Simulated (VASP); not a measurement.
SbS2: single point with PBE

SbS2:

```
CELL_PARAMETERS angstrom
3.05587 0.00000 0.00000
-1.52793 2.64646 0.00000
0.00000 0.00000 14.25592
ATOMIC_POSITIONS crystal
Sb 0.33333 0.66667 0.25000
Sb 0.66667 0.33333 0.75000
S 0.33333 0.66667 0.64435
S 0.66667 0.33333 0.14435
S 0.33333 0.66667 0.85565
S 0.66667 0.33333 0.35565
```

```json
{
  "Program": "VASP 6.6.1",
  "Task": "single point",
  "Functional": "PBE",
  "Potentials or basis": "VASP PAW PBE potentials, release 64 (Sb, S)",
  "Cutoff": "520 eV",
  "k mesh": "6 × 6 × 2",
  "Occupations": "gaussian, width 0.1 eV",
  "Spin": "no spin polarisation"
}
```

The pressure is 59.3 GPa and the largest force is 7.547 eV/Å. The band gap on the k mesh is zero (bands 17 and 18 overlap by 2.97 eV).

Forces in eV/Å, atoms in the order of the input:
```
Sb   0.000  0.000  0.000
Sb   0.000  0.000  0.000
S    0.000  0.000 -7.547
S    0.000  0.000 -7.547
S    0.000  0.000  7.547
S    0.000  0.000  7.547
```

Stress tensor (GPa, compression positive):
```
57.40  0.00  0.00
 0.00 57.40  0.00
 0.00  0.00 63.05
```

Levels at points of the mesh, in eV from the Fermi level:
| k point | band 12 | band 13 | band 14 | band 15 | band 16 | band 17 | band 18 | band 19 | band 20 | band 21 |
| --- | --- | --- | --- | --- | --- | --- | --- | --- | --- | --- |
| (0.00, 0.00, 0.00) | -2.03 | -0.84 | -0.84 | -0.83 | -0.83 | 0.64 | 1.11 | 3.46 | 3.90 | 3.90 |
| (0.50, 0.00, 0.00) | -5.00 | -2.54 | -2.33 | -2.16 | -2.14 | -1.46 | -1.32 | 0.34 | 0.41 | 2.73 |
| (0.00, 0.00, 0.50) | -2.03 | -0.84 | -0.84 | -0.84 | -0.84 | 0.90 | 0.90 | 3.91 | 3.91 | 3.91 |
| (0.50, 0.00, 0.50) | -5.00 | -2.45 | -2.45 | -2.15 | -2.15 | -1.38 | -1.38 | 0.37 | 0.37 | 2.81 |

Run time: 28 s on 1 thread of Intel(R) Xeon(R) Platinum 8488C (Sapphire Rapids) (shared host), peak memory 0.24 GiB.

Caveat: the k points lie up to 0.40 Å⁻¹ apart, too coarse for converged energies and pressures of a metal; spin-orbit coupling is left out, which moves the levels of the heavy elements; this functional lacks dispersion, which binds layers or chains, so the pressure and a relaxed spacing across them are unreliable; forces of over 1 eV/Å act on the atoms, so gaps and moduli don't describe the material at rest.
